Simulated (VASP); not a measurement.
BiTe: relaxation of cell and atoms with HF

The system is BiTe.

```
Bi Te
1.0
     0.00000    3.23500    3.23500
     3.23500    0.00000    3.23500
     3.23500    3.23500    0.00000
Bi Te
1 1
Direct
  0.00000 0.00000 0.00000
  0.50000 0.50000 0.50000
```

- Program: VASP 6.6.1
- Task: relaxation of cell and atoms
- Functional: HF
- Potentials or basis: VASP PAW PBE potentials, release 64 (Bi_d, Te)
- Cutoff: 600 eV
- k mesh: 4 × 4 × 4
- Occupations: fermi-dirac, width 0.05 eV
- Spin: no spin polarisation
- Dipole correction: no
- Grid for exact exchange (PRECFOCK): Normal
- Further INCAR settings: ALGO = Normal; EDIFF = 1e-06; IBRION = 2; EDIFFG = -0.01; NSW = 60; ISIF = 3
- Share of exact exchange: 1

```json
{"Relaxed volume": "33.59 Å³/atom", "Relaxed cell": "a = 4.563 Å, b = 4.563 Å, c = 4.563 Å, α = 60.00°, β = 60.00°, γ = 60.00°", "Space group after relaxing (to 0.1 Å)": "Fm-3m (No. 225)", "Energy gained by relaxing": "0.4 meV/atom", "Ionic steps": "3", "Pressure after relaxing": "0.0 GPa", "Band gap on the k mesh": "zero (an odd number of electrons rules out a gap without spin polarisation)"}
```

The path:
| step | energy change (eV) | largest force (eV/Å) | pressure (GPa) | volume (Å³) |
| --- | --- | --- | --- | --- |
| 1 | 0.0000 | 0.0000 | -0.41 | 67.71 |
| 2 | -0.0004 | 0.0000 | 0.28 | 66.86 |
| 3 | -0.0007 | 0.0000 | 0.03 | 67.18 |

Final structure:
```cif
data_structure
_symmetry_space_group_name_H-M 'P 1'
_symmetry_Int_Tables_number 1
_cell_length_a 4.5630
_cell_length_b 4.5630
_cell_length_c 4.5630
_cell_angle_alpha 60.000
_cell_angle_beta 60.000
_cell_angle_gamma 60.000
_cell_volume 67.18
loop_
_atom_site_label
_atom_site_type_symbol
_atom_site_fract_x
_atom_site_fract_y
_atom_site_fract_z
_atom_site_occupancy
Bi1 Bi 0.00000 0.00000 0.00000 1
Te1 Te 0.50000 0.50000 0.50000 1
```

Levels at points of the mesh, in eV from the Fermi level:
```tsv
k point	band 7	band 8	band 9	band 10	band 11	band 12	band 13	band 14
(0.00, 0.00, 0.00)	-13.09	-6.99	-6.99	-6.99	4.45	4.45	4.45	7.15
(0.50, 0.00, 0.00)	-18.31	-5.92	-5.92	-4.64	-2.69	-2.69	-2.69	10.65
(0.50, 0.50, 0.00)	-16.19	-11.47	-9.14	-9.14	4.15	6.35	6.35	8.37
```

Wall time 71 min on 1 thread of Intel Xeon 8259CL (shared host), peak memory 0.28 GiB.

Caveat: the k points lie up to 0.42 Å⁻¹ apart in the final cell, too coarse for converged energies and pressures of a metal; the PAW data sets were made with another functional, which shifts forces and pressure a little; spin-orbit coupling is left out, which moves the levels of the heavy elements; an odd number of electrons without spin polarisation forces a metal; a magnetic or distorted state may lie lower.
